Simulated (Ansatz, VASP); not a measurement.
**One calculation of MoS2, two programs**

File INCAR:

```
SYSTEM = MoS2
PREC     = Accurate       ! precision mode
ENCUT    = 520            ! plane-wave cutoff, eV
EDIFF    = 1E-7           ! SCF threshold, eV
ISMEAR   = 0              ! smearing method
SIGMA    = 0.05           ! smearing width, eV
LREAL    = .FALSE.        ! projectors in reciprocal space
LASPH    = .TRUE.         ! aspherical terms in the spheres
NELM     = 100            ! most SCF steps
ALGO     = Normal         ! electronic algorithm
ISIF     = 2              ! what is computed and relaxed
LWAVE    = .FALSE.        ! write WAVECAR
LCHARG   = .FALSE.        ! write CHGCAR
GGA      = PE             ! functional
NBANDS   = 35             ! bands
```

Contents of KPOINTS:

```
regular mesh
0
G
  12 12 2
  0 0 0
```

Contents of POSCAR:

```
MoS2
1.0
    3.1855822578      0.0000000000      0.0000000000
   -1.5927911289      2.7587951611      0.0000000000
    0.0000000000      0.0000000000     14.5104515858
Mo S
2 4
Direct
    0.3521681946      0.6855015280      0.2500000000
    0.6666666667      0.3333333333      0.7500000000
    0.3333333333      0.6666666667      0.6423151295
    0.6666666667      0.3333333333      0.1423151295
    0.3333333333      0.6666666667      0.8576848705
    0.6666666667      0.3333333333      0.3576848705
```

Input for Ansatz:

```yaml
crystal:
  lattice:
    - [3.1855822578, 0.0, 0.0]
    - [-1.5927911289, 2.7587951611, 0.0]
    - [0.0, 0.0, 14.5104515858]
  atoms:
    - { symbol: Mo, position: [0.3521681946, 0.685501528, 0.25] }
    - { symbol: Mo, position: [0.6666666667, 0.3333333333, 0.75] }
    - { symbol: S, position: [0.3333333333, 0.6666666667, 0.6423151295] }
    - { symbol: S, position: [0.6666666667, 0.3333333333, 0.1423151295] }
    - { symbol: S, position: [0.3333333333, 0.6666666667, 0.8576848705] }
    - { symbol: S, position: [0.6666666667, 0.3333333333, 0.3576848705] }
basis:
  ecutwfc: 420
kpoints:
  mp_grid: { grid: [12, 12, 2] }
hamiltonian:
  xc: pbe
scf:
  occupations: { method: gaussian, width: 0.05 }
output:
  forces: true
  stress: true
  eigenvalues: true
  write_density: true
  write_potential: true
  elf: true
  volumetric_format: npy
```

Alike in both runs: task single point; functional PBE; k mesh 12 × 12 × 2; occupations gaussian, width 0.05 eV; no spin polarisation.

|  | VASP | Ansatz |
| --- | --- | --- |
| version | VASP 6.6.1 | Ansatz 0.2.0 |
| potentials or method | VASP PAW PBE potentials, release 64 (Mo_sv, S), cutoff 520 eV | scalar-relativistic, plane waves, PAW |
| valence electrons in the cell | 52 | 52 |

```csv
,VASP,Ansatz,Ansatz less VASP
gap on the k mesh at the Fermi level (eV),1.42,1.41,-0.013
least direct gap on the mesh (eV),1.66,1.65,-0.003
pressure (GPa),0.0,0.1,+0.11
"traceless stress, the component that is largest in VASP (GPa)",-0.41,-0.43,-0.022
rms of the force components (eV/Å),0.339,0.340,+0.0008
```

Atom by atom the forces differ by 0.005 eV/Å (rms over components).
